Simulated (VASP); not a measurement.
# Pt (R-3m) in VASP: single point with PBEsol

Aim: the single point of Pt with PBEsol.

Everything below comes from runs of VASP 6.6.1. Logs are shortened: lines on timing, memory, paths and dates and some standing lists are left out, and cuts for length are marked.

## Step 1: The cell of the first run

The structure is trigonal, space group R-3m (No. 166). The conventional cell has a = 3.060 Å, b = 3.060 Å, c = 6.272 Å, α = 90.00°, β = 90.00°, γ = 120.00°. Pt (site symmetry -3m) has 12 Pt at 2.74 to 3.06 Å within 3.6 Å.

## Step 2: Single point, PBEsol (strained)

The input, INCAR:

```
SYSTEM = Pt
PREC = Accurate
ENCUT = 520
EDIFF = 1E-6
ISMEAR = 0
SIGMA = 0.1
LREAL = .FALSE.
LASPH = .TRUE.
NELM = 100
ALGO = Normal
ISIF = 2
LWAVE = .FALSE.
LCHARG = .FALSE.
GGA = PS
NBANDS = 11
```

The input, KPOINTS:

```
Automatic mesh
0
G
  18 18 18
  0 0 0
```

The input, POSCAR:

```
Pt
1.0
    0.0000000000      2.1636374510      2.1636374510
    2.1636374510      0.0000000000      2.1636374510
    1.9283294510      1.9283294510      0.2353080000
Pt
1
Direct
    0.0000000000      0.0000000000      0.0000000000
```

Potentials or basis: VASP PAW PBE potentials, release 64 (Pt).

Started as:

```
> cat potpaw_PBE.64/Pt/POTCAR > POTCAR
> mpirun -np 1 vasp_std > vasp.out
```

OUTCAR:

```text
SYSTEM = Pt
   PREC = Accurate
   ENCUT = 520
   EDIFF = 1E-6
   ISMEAR = 0
   LREAL = .FALSE.
   LASPH = .TRUE.
   NELM = 100
   ISIF = 2
   GGA = PS

 ion  position               nearest neighbor table
   1  0.000  0.000  0.000-

  LATTYP: Found a trigonal (rhomboedric) cell.
 ALAT       =     2.7372027324
 COS(alpha) =     0.3751798157

  Lattice vectors:

 A1 = (   1.9283294510,  -0.2353080000,  -1.9283294510)
 A2 = (  -0.2353080000,   1.9283294510,  -1.9283294510)
 A3 = (   1.9283294510,   1.9283294510,   0.2353080000)

Analysis of symmetry for initial positions (statically):
=====================================================================
 Subroutine PRICEL returns:
 Original cell was already a primitive cell.

 Routine SETGRP: Setting up the symmetry group for a
 trigonal (rhombohedral) supercell.

 Subroutine GETGRP returns: Found 12 space group operations
 (whereof 12 operations were pure point group operations)
 out of a pool of 12 trial point group operations.

The static configuration has the point symmetry D_3d.

Analysis of symmetry for dynamics (positions and initial velocities):
=====================================================================
 Subroutine PRICEL returns:
 Original cell was already a primitive cell.

 Routine SETGRP: Setting up the symmetry group for a
 trigonal (rhombohedral) supercell.

 Subroutine GETGRP returns: Found 12 space group operations
 (whereof 12 operations were pure point group operations)
 out of a pool of 12 trial point group operations.

The dynamic configuration has the point symmetry D_3d.

 Subroutine INISYM returns: Found 12 space group operations
 (whereof 12 operations are pure point group operations),
 and found     1 'primitive' translations

----------------------------------------------------------------------------------------

                                     Primitive cell

  volume of cell :      16.9527

  direct lattice vectors                    reciprocal lattice vectors
     0.000000000  2.163637451  2.163637451    -0.246108229  0.216076413  0.246108229
     2.163637451  0.000000000  2.163637451     0.216076413 -0.246108229  0.246108229
     1.928329451  1.928329451  0.235308000     0.276140045  0.276140045 -0.276140045

  length of vectors
     3.059845427  3.059845427  2.737202732     0.409667593  0.409667593  0.478288587

  position of ions in fractional coordinates (direct lattice)
     0.000000000  0.000000000  0.000000000

  ion indices of the primitive-cell ions
   primitive index   ion index
                 1           1

----------------------------------------------------------------------------------------

 KPOINTS: Automatic mesh

Automatic generation of k-mesh.
 Grid dimensions read from file:
 generate k-points for:   18   18   18

 Generating k-lattice:

  Cartesian coordinates                     Fractional coordinates (reciprocal lattice)
    -0.013672679  0.012004245  0.013672679     0.055555556  0.000000000  0.000000000
     0.012004245 -0.013672679  0.013672679     0.000000000  0.055555556  0.000000000
     0.015341114  0.015341114 -0.015341114     0.000000000  0.000000000  0.055555556

  Length of vectors
     0.022759311  0.022759311  0.026571588

  Shift w.r.t. Gamma in fractional coordinates (k-lattice)
     0.000000000  0.000000000  0.000000000

 Subroutine IBZKPT returns following result:
 ===========================================

 Found    580 irreducible k-points:

 Following reciprocal coordinates:
            Coordinates               Weight
  0.000000  0.000000  0.000000      1.000000
  0.055556  0.000000 -0.000000      6.000000
  0.111111  0.000000 -0.000000      6.000000
  0.166667  0.000000  0.000000      6.000000
  0.222222  0.000000 -0.000000      6.000000
  0.277778  0.000000  0.000000      6.000000
[... 16 lines left out ...]
 -0.277778  0.055556 -0.000000     12.000000
 -0.222222  0.055556  0.000000     12.000000
 [... further k-points ...]
   k-points           NKPTS =    580   k-points in BZ     NKDIM =    580   number of bands    NBANDS=     11
   number of dos      NEDOS =    301   number of ions     NIONS =      1
   total plane-waves  NPLWV =  11520
   dimension x,y,z NGX =    24 NGY =   24 NGZ =   20
   dimension x,y,z NGXF=    48 NGYF=   48 NGZF=   40
   ions per type =               1
   NGX,Y,Z   is equivalent  to a cutoff of  13.04, 13.04, 12.15 a.u.
   NGXF,Y,Z  is equivalent  to a cutoff of  26.08, 26.08, 24.29 a.u.
 SYSTEM =  Pt
   PREC   = accura    normal or accurate (medium, high low for compatibility)
   ISTART =      0    job   : 0-new  1-cont  2-samecut
   ICHARG =      2    charge: 1-file 2-atom 10-const
   ISPIN  =      1    spin polarized calculation?
   LNONCOLLINEAR =      F non collinear calculations
   LSORBIT =      F    spin-orbit coupling
   LASPH  =      T    aspherical Exc in radial PAW
   ENCUT  =  520.0 eV  38.22 Ry    6.18 a.u.   5.69  5.69  5.09*2*pi/ulx,y,z
   NELM   =    100;   NELMIN=  2; NELMDL= -5     # of ELM steps
   EDIFF  = 0.1E-05   stopping-criterion for ELM
   LREAL  =      F    real-space projection
   EDIFFG = 0.1E-04   stopping-criterion for IOM
   NSW    =      0    number of steps for IOM
   IBRION =     -1    ionic relax: 0-MD 1-quasi-New 2-CG
   NFREE  =      0    steps in history (QN), initial steepest desc. (CG)
   ISIF   =      2    stress and relaxation
   ISYM   =      2    0-nonsym 1-usesym 2-fastsym
   POTIM  = 0.5000    time-step for ionic-motion
   TEBEG  =    0.0;   TEEND  =   0.0 temperature during run
   PSTRESS=    0.0 pullay stress
   NELECT =      10.0000    total number of electrons
   NUPDOWN=      -1.0000    fix difference up-down
   EMIN   =  10.00;   EMAX   =-10.00  energy-range for DOS
   EFERMI =   0.00;   METHOD = LEGACY
   ISMEAR =     0;   SIGMA  =   0.10  broadening in eV -4-tet -1-fermi 0-gaus
   EFERMI_NEDOS =   21; number of points for ismear=-14 and -15
   IALGO  =     38    algorithm
   IMIX   =      4    mixing-type and parameters
     AMIX     =   0.40;   BMIX     =  1.00
     AMIX_MAG =   1.60;   BMIX_MAG =  1.00
  volume/ion in A,a.u.               =      16.95       114.40
  Fermi-wavevector in a.u.,A,eV,Ry     =   1.372972  2.594541 25.647686  1.885052
  Thomas-Fermi vector in A             =   2.498531
   LORBIT       =      0    0 simple, 1 ext, 2 COOP (PROOUT), +10 PAW based schemes
   GGA     = PS    functional components
   LHFCALC =     F    Hartree Fock is set to
   AEXX    =    0.0000 exact exchange contribution
   IVDW    =     0    specifies the selected vdW correction
   LEPSILON=     F    determine dielectric tensor
   LRPA    =     F    only Hartree local field effects (RPA)
 non-spin polarized calculation
 Gauss-broadening in eV      SIGMA  =   0.10
  energy-cutoff  :      520.00
  volume of cell :       16.95
 maximum number of plane-waves:       470
   NGX = 11   NGY = 11   NGZ = 11

 number of electron      10.0000000 magnetization

 Free energy of the ion-electron system (eV)
  ---------------------------------------------------
  ext. energy  EPLUGINS =         0.00000000
  ---------------------------------------------------
  free energy    TOTEN  =        -6.71327510 eV

  energy without entropy =       -6.70589386  energy(sigma->0) =       -6.70958448

 E-fermi :   8.8817     XC(G=0): -12.9156

 val. band max:        8.8801535011   @ k =  -0.0556  -0.0556   0.3333
 cond. band min:       8.8823961463   @ k =  -0.1667   0.2222   0.0556
 fundamental gap:      0.0022426452
 Fermi energy:         8.8816771203

 k-point     1 :       0.0000    0.0000    0.0000
  band No.  band energies     occupation
      1      -0.0625      2.00000
      2       4.8723      2.00000
      3       4.8723      2.00000
      4       7.1594      2.00000
      5       7.9993      2.00000
      6       7.9993      2.00000
      7      23.5286      0.00000
      8      26.6164      0.00000
      9      26.6164      0.00000
     10      32.5729      0.00000
     11      32.9794      0.00000

 k-point     2 :       0.0556    0.0000   -0.0000
  band No.  band energies     occupation
      1       0.0394      2.00000
      2       4.8867      2.00000
      3       4.8889      2.00000
      4       7.1653      2.00000
      5       7.9756      2.00000
      6       7.9848      2.00000
      7      23.6417      0.00000
      8      26.1601      0.00000
      9      26.7948      0.00000
     10      32.3229      0.00000
     11      33.7446      0.00000

 k-point     3 :       0.1111    0.0000   -0.0000
  band No.  band energies     occupation
      1       0.3356      2.00000
      2       4.9227      2.00000
      3       4.9355      2.00000
      4       7.1931      2.00000
      5       7.9183      2.00000
      6       7.9508      2.00000
      7      23.8318      0.00000
      8      25.1278      0.00000
      9      27.3122      0.00000
     10      32.3357      0.00000
     11      33.8544      0.00000

 k-point     4 :       0.1667    0.0000    0.0000
  band No.  band energies     occupation
      1       0.7937      2.00000
      2       4.9603      2.00000
      3       5.0146      2.00000
      4       7.2537      2.00000
      5       7.8632      2.00000
      6       7.9316      2.00000
      7      22.9998      0.00000
      8      24.8204      0.00000
      9      28.1067      0.00000
     10      31.9579      0.00000
     11      32.8419      0.00000
[... 239 lines left out ...]
 k-point    22 :      -0.3333    0.0556   -0.0000
  band No.  band energies     occupation
      1       2.4248      2.00000
      2       4.8872      2.00000
      3       6.2284      2.00000
      4       7.2102      2.00000
      5       8.2077      2.00000
      6       8.6222      1.99976
      7      16.9693      0.00000
      8      24.5064      0.00000
      9      27.1098      0.00000
     10      31.3599      0.00000
     11      32.5862      0.00000

 k-point    23 :      -0.2778    0.0556   -0.0000
  band No.  band energies     occupation
      1       2.0932      2.00000
      2       4.9414      2.00000
      3       5.5533      2.00000
      4       7.2658      2.00000
      5       7.9769      2.00000
      6       8.4036      2.00000
      7      18.8475      0.00000
      8      24.7896      0.00000
      9      27.8120      0.00000
     10      31.1047      0.00000
     11      32.2483      0.00000

 k-point    24 :      -0.2222    0.0556    0.0000
  band No.  band energies     occupation
      1       1.5898      2.00000
      2       4.9404      2.00000
      3       5.1909      2.00000
      4       7.3085      2.00000
      5       7.8172      2.00000
      6       8.2297      2.00000
      7      20.7588      0.00000
      8      24.8759      0.00000
      9      28.2169      0.00000
     10      30.4088      0.00000
     11      32.5050      0.00000

 [... further k-points ...]

------------------------ aborting loop because EDIFF is reached ----------------------------------------

  FORCE on cell =-STRESS in cart. coord.  units (eV):
  Direction    XX          YY          ZZ          XY          YZ          ZX
  --------------------------------------------------------------------------------------
  -------------------------------------------------------------------------------------
  Total       -2.0515441     -2.0515441     -2.0515441      0.4794816     -0.4794816     -0.4794816
  in kB     -193.8884139   -193.8884139   -193.8884139     45.3150949    -45.3150949    -45.3150949
  external PRESSURE =    -193.8884139 kB  Pullay stress =       0.0000000 kB

 VOLUME and BASIS-vectors are now :
 -----------------------------------------------------------------------------
  energy-cutoff  :      520.00
  volume of cell :       16.95
      direct lattice vectors                 reciprocal lattice vectors
     0.000000000  2.163637451  2.163637451    -0.246108229  0.216076413  0.246108229
     2.163637451  0.000000000  2.163637451     0.216076413 -0.246108229  0.246108229
     1.928329451  1.928329451  0.235308000     0.276140045  0.276140045 -0.276140045

 POSITION                                       TOTAL-FORCE (eV/Angst)
 -----------------------------------------------------------------------------------
      0.00000      0.00000      0.00000         0.000000      0.000000      0.000000
 -----------------------------------------------------------------------------------
    total drift:                               -0.000000     -0.000000     -0.000000

  FREE ENERGIE OF THE ION-ELECTRON SYSTEM (eV)
  ---------------------------------------------------
  free  energy   TOTEN  =        -6.7132751040 eV

  energy  without entropy=       -6.7058938633  energy(sigma->0) =       -6.70958448
```

It took 53 s on 1 thread of AMD EPYC 9R45 (Zen 5), shared host; peak memory 0.19 GiB.

Results:

```yaml
Free_energy: -6.7133 eV
Pressure: -19.4 GPa
Band_gap_on_the_k_mesh: zero (band 5 reaches 9.87 eV, above the bottom of band 6 at 7.15 eV)
```

Levels at points of the mesh, in eV from the Fermi level:
| k point | band 1 | band 2 | band 3 | band 4 | band 5 | band 6 | band 7 | band 8 | band 9 | band 10 |
| --- | --- | --- | --- | --- | --- | --- | --- | --- | --- | --- |
| (0.00, 0.00, 0.00) | -8.94 | -4.01 | -4.01 | -1.72 | -0.88 | -0.88 | 14.65 | 17.73 | 17.73 | 23.69 |
| (0.50, 0.00, 0.00) | -6.31 | -4.13 | -1.75 | -0.57 | -0.33 | 0.13 | 4.71 | 15.01 | 17.61 | 20.87 |
| (0.50, 0.50, 0.00) | -5.85 | -5.47 | -0.24 | 0.15 | 0.99 | 2.21 | 8.11 | 9.09 | 13.48 | 17.94 |
| (0.00, 0.00, 0.50) | -5.83 | -3.44 | -3.44 | 0.68 | 0.68 | 1.69 | 7.67 | 13.17 | 15.76 | 15.76 |

Caveat: the cell differs from its parent crystal (strained); the PAW data sets were made with another functional, which shifts forces and pressure a little; spin-orbit coupling is left out, which moves the levels of the heavy elements.
